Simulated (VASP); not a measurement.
# Be2C (Fm-3m) in VASP: a series of runs

The runs below take Be2C through single point, with RPBE, LDA.

Everything below comes from runs of VASP 6.6.1. Logs are shortened: lines on timing, memory, paths and dates and some standing lists are left out, and cuts for length are marked.

### Step 1. The cell of the first run

It takes space group Fm-3m (No. 225, cubic). The conventional cell has a = 4.359 Å, b = 4.359 Å, c = 4.359 Å, α = 90.00°, β = 90.00°, γ = 90.00°. Be (site symmetry -43m) has 4 C at 1.89 Å and 6 Be at 2.18 Å within 2.5 Å. C (site symmetry m-3m) has 8 Be at 1.89 Å within 2.5 Å.

### Step 2. Single point, RPBE

Contents of INCAR:

```
SYSTEM = Be2C
  ALGO = Normal
  EDIFF = 1E-6
  ENCUT = 600
  GGA = RP
  GGA_COMPAT = .FALSE.
  ISIF = 2
  ISMEAR = 0
  LASPH = .TRUE.
  LCHARG = .FALSE.
  LREAL = .FALSE.
  LWAVE = .FALSE.
  NBANDS = 11
  NELM = 120
  PREC = Accurate
  SIGMA = 0.01
```

Contents of KPOINTS:

```
k-points
0
G
  8 8 8
  0 0 0
```

Contents of POSCAR:

```
Be2C
1.0
    0.0000000000      2.1793572136      2.1793572136
    2.1793572136      0.0000000000      2.1793572136
    2.1793572136      2.1793572136      0.0000000000
Be C
2 1
Direct
    0.2500000000      0.2500000000      0.2500000000
    0.7500000000      0.7500000000      0.7500000000
    0.0000000000      0.0000000000      0.0000000000
```

Potentials or basis: VASP PAW PBE potentials, release 64 (Be, C).

Command:

```sh
> cat potpaw_PBE.64/Be/POTCAR potpaw_PBE.64/C/POTCAR > POTCAR
> mpirun -np 1 vasp_std > vasp.out
```

OUTCAR:

```text
SYSTEM = Be2C
   EDIFF = 1E-6
   ENCUT = 600
   GGA = RP
   ISIF = 2
   ISMEAR = 0
   LASPH = .TRUE.
   LREAL = .FALSE.
   NELM = 120
   PREC = Accurate

 ion  position               nearest neighbor table
   1  0.250  0.250  0.250-   3 1.89   3 1.89   3 1.89   3 1.89   2 2.18   2 2.18   2 2.18   2 2.18
                             2 2.18   2 2.18
   2  0.750  0.750  0.750-   3 1.89   3 1.89   3 1.89   3 1.89   1 2.18   1 2.18   1 2.18   1 2.18
                             1 2.18   1 2.18
   3  0.000  0.000  0.000-   1 1.89   2 1.89   2 1.89   2 1.89   2 1.89   1 1.89   1 1.89   1 1.89

  LATTYP: Found a face centered cubic cell.
 ALAT       =     4.3587144272

  Lattice vectors:

 A1 = (   0.0000000000,   2.1793572136,   2.1793572136)
 A2 = (   2.1793572136,   0.0000000000,   2.1793572136)
 A3 = (   2.1793572136,   2.1793572136,   0.0000000000)

Analysis of symmetry for initial positions (statically):
=====================================================================
 Subroutine PRICEL returns:
 Original cell was already a primitive cell.

 Routine SETGRP: Setting up the symmetry group for a
 face centered cubic supercell.

 Subroutine GETGRP returns: Found 48 space group operations
 (whereof 48 operations were pure point group operations)
 out of a pool of 48 trial point group operations.

The static configuration has the point symmetry O_h .

Analysis of symmetry for dynamics (positions and initial velocities):
=====================================================================
 Subroutine PRICEL returns:
 Original cell was already a primitive cell.

 Routine SETGRP: Setting up the symmetry group for a
 face centered cubic supercell.

 Subroutine GETGRP returns: Found 48 space group operations
 (whereof 48 operations were pure point group operations)
 out of a pool of 48 trial point group operations.

The dynamic configuration has the point symmetry O_h .

 Subroutine INISYM returns: Found 48 space group operations
 (whereof 48 operations are pure point group operations),
 and found     1 'primitive' translations

----------------------------------------------------------------------------------------

                                     Primitive cell

  volume of cell :      20.7021

  direct lattice vectors                    reciprocal lattice vectors
     0.000000000  2.179357214  2.179357214    -0.229425446  0.229425446  0.229425446
     2.179357214  0.000000000  2.179357214     0.229425446 -0.229425446  0.229425446
     2.179357214  2.179357214  0.000000000     0.229425446  0.229425446 -0.229425446

  length of vectors
     3.082076529  3.082076529  3.082076529     0.397376528  0.397376528  0.397376528

  position of ions in fractional coordinates (direct lattice)
     0.250000000  0.250000000  0.250000000
     0.750000000  0.750000000  0.750000000
     0.000000000  0.000000000  0.000000000

  ion indices of the primitive-cell ions
   primitive index   ion index
                 1           1
                 2           2
                 3           3

----------------------------------------------------------------------------------------

 KPOINTS: k-points

Automatic generation of k-mesh.
 Grid dimensions read from file:
 generate k-points for:    8    8    8

 Generating k-lattice:

  Cartesian coordinates                     Fractional coordinates (reciprocal lattice)
    -0.028678181  0.028678181  0.028678181     0.125000000  0.000000000  0.000000000
     0.028678181 -0.028678181  0.028678181     0.000000000  0.125000000  0.000000000
     0.028678181  0.028678181 -0.028678181     0.000000000  0.000000000  0.125000000

  Length of vectors
     0.049672066  0.049672066  0.049672066

  Shift w.r.t. Gamma in fractional coordinates (k-lattice)
     0.000000000  0.000000000  0.000000000

 Subroutine IBZKPT returns following result:
 ===========================================

 Found     29 irreducible k-points:

 Following reciprocal coordinates:
            Coordinates               Weight
  0.000000  0.000000  0.000000      1.000000
  0.125000  0.000000  0.000000      8.000000
  0.250000  0.000000  0.000000      8.000000
  0.375000  0.000000  0.000000      8.000000
  0.500000  0.000000  0.000000      4.000000
  0.125000  0.125000  0.000000      6.000000
[... 16 lines left out ...]
  0.500000  0.250000  0.125000     48.000000
 -0.375000  0.250000  0.125000     24.000000
 [... further k-points ...]
   k-points           NKPTS =     29   k-points in BZ     NKDIM =     29   number of bands    NBANDS=     11
   number of dos      NEDOS =    301   number of ions     NIONS =      3
   total plane-waves  NPLWV =  21952
   dimension x,y,z NGX =    28 NGY =   28 NGZ =   28
   dimension x,y,z NGXF=    56 NGYF=   56 NGZF=   56
   ions per type =               2   1
   NGX,Y,Z   is equivalent  to a cutoff of  15.10, 15.10, 15.10 a.u.
   NGXF,Y,Z  is equivalent  to a cutoff of  30.21, 30.21, 30.21 a.u.
 SYSTEM =  Be2C
   PREC   = accura    normal or accurate (medium, high low for compatibility)
   ISTART =      0    job   : 0-new  1-cont  2-samecut
   ICHARG =      2    charge: 1-file 2-atom 10-const
   ISPIN  =      1    spin polarized calculation?
   LNONCOLLINEAR =      F non collinear calculations
   LSORBIT =      F    spin-orbit coupling
   LASPH  =      T    aspherical Exc in radial PAW
   ENCUT  =  600.0 eV  44.10 Ry    6.64 a.u.   6.16  6.16  6.16*2*pi/ulx,y,z
   NELM   =    120;   NELMIN=  2; NELMDL= -5     # of ELM steps
   EDIFF  = 0.1E-05   stopping-criterion for ELM
   LREAL  =      F    real-space projection
   EDIFFG = 0.1E-04   stopping-criterion for IOM
   NSW    =      0    number of steps for IOM
   IBRION =     -1    ionic relax: 0-MD 1-quasi-New 2-CG
   NFREE  =      0    steps in history (QN), initial steepest desc. (CG)
   ISIF   =      2    stress and relaxation
   ISYM   =      2    0-nonsym 1-usesym 2-fastsym
   POTIM  = 0.5000    time-step for ionic-motion
   TEBEG  =    0.0;   TEEND  =   0.0 temperature during run
   PSTRESS=    0.0 pullay stress
   NELECT =       8.0000    total number of electrons
   NUPDOWN=      -1.0000    fix difference up-down
   EMIN   =  10.00;   EMAX   =-10.00  energy-range for DOS
   EFERMI =   0.00;   METHOD = LEGACY
   ISMEAR =     0;   SIGMA  =   0.01  broadening in eV -4-tet -1-fermi 0-gaus
   EFERMI_NEDOS =   21; number of points for ismear=-14 and -15
   IALGO  =     38    algorithm
   IMIX   =      4    mixing-type and parameters
     AMIX     =   0.40;   BMIX     =  1.00
     AMIX_MAG =   1.60;   BMIX_MAG =  1.00
  volume/ion in A,a.u.               =       6.90        46.57
  Fermi-wavevector in a.u.,A,eV,Ry     =   1.192430  2.253367 19.345995  1.421890
  Thomas-Fermi vector in A             =   2.328469
   LORBIT       =      0    0 simple, 1 ext, 2 COOP (PROOUT), +10 PAW based schemes
   GGA     = RP    functional components
   LHFCALC =     F    Hartree Fock is set to
   AEXX    =    0.0000 exact exchange contribution
   IVDW    =     0    specifies the selected vdW correction
   LEPSILON=     F    determine dielectric tensor
   LRPA    =     F    only Hartree local field effects (RPA)
 non-spin polarized calculation
 Gauss-broadening in eV      SIGMA  =   0.01
  energy-cutoff  :      600.00
  volume of cell :       20.70
 maximum number of plane-waves:       701
 NGX is ok and might be reduce to    28
   NGX = 13   NGY = 13   NGZ = 13

 number of electron       8.0000000 magnetization

 Free energy of the ion-electron system (eV)
  ---------------------------------------------------
  ext. energy  EPLUGINS =         0.00000000
  ---------------------------------------------------
  free energy    TOTEN  =       -16.45317718 eV

  energy without entropy =      -16.45317718  energy(sigma->0) =      -16.45317718

 E-fermi :   7.7063     XC(G=0): -11.3371

 val. band max:        7.6321265659   @ k =   0.0000   0.0000   0.0000
 cond. band min:       8.7657790608   @ k =   0.5000   0.5000   0.0000
 fundamental gap:      1.1336524949
 Fermi energy:         7.7062506023

 k-point     1 :       0.0000    0.0000    0.0000
  band No.  band energies     occupation
      1      -7.3193      2.00000
      2       7.6321      2.00000
      3       7.6321      2.00000
      4       7.6321      2.00000
      5      11.7817      0.00000
      6      11.7817      0.00000
      7      11.7817      0.00000
      8      14.1351      0.00000
      9      20.7142      0.00000
     10      20.7142      0.00000
     11      20.7142      0.00000

 k-point     2 :       0.1250    0.0000    0.0000
  band No.  band energies     occupation
      1      -7.0724      2.00000
      2       5.7766      2.00000
      3       7.2016      2.00000
      4       7.2016      2.00000
      5      12.4102      0.00000
      6      12.4102      0.00000
      7      12.8055      0.00000
      8      14.7899      0.00000
      9      19.3241      0.00000
     10      19.3241      0.00000
     11      21.2640      0.00000

 k-point     3 :       0.2500    0.0000    0.0000
  band No.  band energies     occupation
      1      -6.3502      2.00000
      2       2.8565      2.00000
      3       6.4954      2.00000
      4       6.4954      2.00000
      5      13.1092      0.00000
      6      13.1092      0.00000
      7      13.6450      0.00000
      8      16.1555      0.00000
      9      18.8179      0.00000
     10      18.8179      0.00000
     11      22.6588      0.00000
[... 267 lines left out ...]
 k-point    23 :       0.5000    0.2500    0.1250
  band No.  band energies     occupation
      1      -4.7270      2.00000
      2       0.7847      2.00000
      3       3.5032      2.00000
      4       4.8360      2.00000
      5      12.7896      0.00000
      6      14.3275      0.00000
      7      15.6703      0.00000
      8      17.3006      0.00000
      9      19.7160      0.00000
     10      22.3330      0.00000
     11      24.6641      0.00000

 k-point    24 :      -0.3750    0.2500    0.1250
  band No.  band energies     occupation
      1      -4.0535      2.00000
      2      -0.2965      2.00000
      3       3.5630      2.00000
      4       4.3107      2.00000
      5      12.7439      0.00000
      6      14.1185      0.00000
      7      17.2580      0.00000
      8      18.1524      0.00000
      9      19.5684      0.00000
     10      21.2089      0.00000
     11      24.8075      0.00000

 [... further k-points ...]

------------------------ aborting loop because EDIFF is reached ----------------------------------------

  FORCE on cell =-STRESS in cart. coord.  units (eV):
  Direction    XX          YY          ZZ          XY          YZ          ZX
  --------------------------------------------------------------------------------------
  -------------------------------------------------------------------------------------
  Total        0.0100368      0.0100368      0.0100368      0.0000000      0.0000000      0.0000000
  in kB        0.7767693      0.7767693      0.7767693      0.0000000      0.0000000      0.0000000
  external PRESSURE =       0.7767693 kB  Pullay stress =       0.0000000 kB

 VOLUME and BASIS-vectors are now :
 -----------------------------------------------------------------------------
  energy-cutoff  :      600.00
  volume of cell :       20.70
      direct lattice vectors                 reciprocal lattice vectors
     0.000000000  2.179357214  2.179357214    -0.229425446  0.229425446  0.229425446
     2.179357214  0.000000000  2.179357214     0.229425446 -0.229425446  0.229425446
     2.179357214  2.179357214  0.000000000     0.229425446  0.229425446 -0.229425446

 POSITION                                       TOTAL-FORCE (eV/Angst)
 -----------------------------------------------------------------------------------
      1.08968      1.08968      1.08968         0.000000      0.000000      0.000000
      3.26904      3.26904      3.26904        -0.000000     -0.000000     -0.000000
      0.00000      0.00000      0.00000         0.000000     -0.000000     -0.000000
 -----------------------------------------------------------------------------------
    total drift:                               -0.000000     -0.000000      0.000000

  FREE ENERGIE OF THE ION-ELECTRON SYSTEM (eV)
  ---------------------------------------------------
  free  energy   TOTEN  =       -16.4531771847 eV

  energy  without entropy=      -16.4531771847  energy(sigma->0) =      -16.45317718
```

Wall time 7.8 s (1 thread of Intel Xeon 8259CL, shared host); peak memory 0.15 GiB.

What came out:

```yaml
Free_energy: -16.4532 eV
Pressure: 0.1 GPa
Band_gap_on_the_k_mesh: 1.13 eV (least direct gap 4.15 eV)
```

Levels at points of the mesh, in eV from the valence-band top:
| k point | band 2 | band 3 | band 4 | band 5 | band 6 | band 7 |
| --- | --- | --- | --- | --- | --- | --- |
| (0.00, 0.00, 0.00) | 0.00 | 0.00 | 0.00 | 4.15 | 4.15 | 4.15 |
| (0.50, 0.00, 0.00) | -8.61 | -1.79 | -1.79 | 5.00 | 5.00 | 6.77 |
| (0.50, 0.50, 0.00) | -6.73 | -4.63 | -4.63 | 1.13 | 5.57 | 13.12 |

Caveat: the PAW data sets were made with another functional, which shifts forces and pressure a little. A k mesh can miss the band edges.

### Step 3. Single point, LDA

This run uses another cell than the first one, of 6.48 Å³/atom.

Contents of INCAR:

```
SYSTEM = Be2C
ALGO = Normal
EDIFF = 1E-6
ENCUT = 600
GGA_COMPAT = .FALSE.
ISIF = 2
ISMEAR = 0
LASPH = .TRUE.
LCHARG = .FALSE.
LREAL = .FALSE.
LWAVE = .FALSE.
NBANDS = 11
NELM = 120
PREC = Accurate
SIGMA = 0.01
```

KPOINTS is that of step 2.

Contents of POSCAR:

```
Be2C
1.0
    0.0000000000      2.1341721506      2.1341721506
    2.1341721506      0.0000000000      2.1341721506
    2.1341721506      2.1341721506      0.0000000000
Be C
2 1
Direct
    0.2500000000      0.2500000000      0.2500000000
    0.7500000000      0.7500000000      0.7500000000
    0.0000000000      0.0000000000      0.0000000000
```

Potentials or basis: VASP PAW LDA potentials, release 64 (Be, C).

Command:

```sh
> cat potpaw_LDA.64/Be/POTCAR potpaw_LDA.64/C/POTCAR > POTCAR
> mpirun -np 1 vasp_std > vasp.out
```

Run time: 4.2 s. Hardware: 1 thread of Intel Xeon 8259CL, shared host; peak memory 0.12 GiB.

It converged, with:

```
Free energy            : -19.4320 eV
Pressure               : 0.5 GPa
Band gap on the k mesh : 1.20 eV (least direct gap 4.10 eV)
```

Levels at points of the mesh, in eV from the valence-band top:
```tsv
k point	band 2	band 3	band 4	band 5	band 6	band 7
(0.00, 0.00, 0.00)	0.00	0.00	0.00	4.10	4.10	4.10
(0.50, 0.00, 0.00)	-8.95	-1.91	-1.91	5.01	5.01	7.59
(0.50, 0.50, 0.00)	-6.85	-4.92	-4.92	1.20	6.10	13.55
```

A k mesh can miss the band edges. As with any semilocal functional, this LDA gap is likely too small.
